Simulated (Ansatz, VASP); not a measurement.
GaSb in VASP and in Ansatz

Contents of INCAR:

```
  ALGO = Normal
  EDIFF = 1E-7
  ENCUT = 520
  GGA = PE
  ISIF = 2
  ISMEAR = -1
  LASPH = T
  LCHARG = F
  LREAL = F
  LWAVE = F
  NBANDS = 16
  NELM = 60
  PREC = Accurate
  SIGMA = 0.08
```

KPOINTS

```
k-points
0
Gamma
  13 13 13
```

The input POSCAR:

```
GaSb
1.0
    0.0000000000      2.3754569028      2.3754569028
    2.3754569028      0.0000000000      2.3754569028
    2.3754569028      2.3754569028      0.0000000000
Ga Sb
1 1
Direct
    0.0000000000      0.0000000000      0.0000000000
    0.5000000000      0.5000000000      0.5000000000
```

Input for Ansatz:

```yaml
crystal:
  lattice:
    - [0.0, 2.3754569028, 2.3754569028]
    - [2.3754569028, 0.0, 2.3754569028]
    - [2.3754569028, 2.3754569028, 0.0]
  atoms:
    - { symbol: Ga, position: [0.0, 0.0, 0.0] }
    - { symbol: Sb, position: [0.5, 0.5, 0.5] }
kpoints:
  mp_grid: { grid: [13, 13, 13] }
  band_path:
    path:
      - [0.0, 0.0, 0.0]
      - [0.5, 0.0, 0.5]
      - [0.625, 0.25, 0.625]
      - [0.375, 0.375, 0.75]
      - [0.0, 0.0, 0.0]
      - [0.5, 0.5, 0.5]
      - [0.5, 0.25, 0.75]
      - [0.5, 0.0, 0.5]
    npoints: 8
scf:
  occupations: { method: fermi_dirac, width: 0.08 }
hamiltonian:
  xc: pbe
  pseudopotentials: { kind: all_electron, lapw: { basis_error: 0.001 } }
output:
  forces: true
  stress: true
  eigenvalues: true
  populations: true
  dos: { projected: true, de: 0.2, e_range: [-14, 8] }
```

Change from the starting cell: volume scaled by 0.55, LAPW.

Alike in both runs: task single point; functional PBE; k mesh 13 × 13 × 13; occupations fermi-dirac, width 0.08 eV; no spin polarisation.

```csv
,VASP,Ansatz
version,VASP 6.6.1,Ansatz 0.2.0
potentials or method,"VASP PAW PBE potentials, release 64 (Ga_d, Sb), cutoff 520 eV","all-electron LAPW, scalar-relativistic"
```

```csv
,VASP,Ansatz,Ansatz less VASP
pressure (GPa),136.9,135.8,-1.11
```

Both programs put the cell under a high pressure, so it lies far from rest at this level. Ansatz ran all-electron here, and VASP with PAW potentials.

Neither program's run includes spin-orbit coupling. Noted on VASP's run: the cell as given lies far from equilibrium.
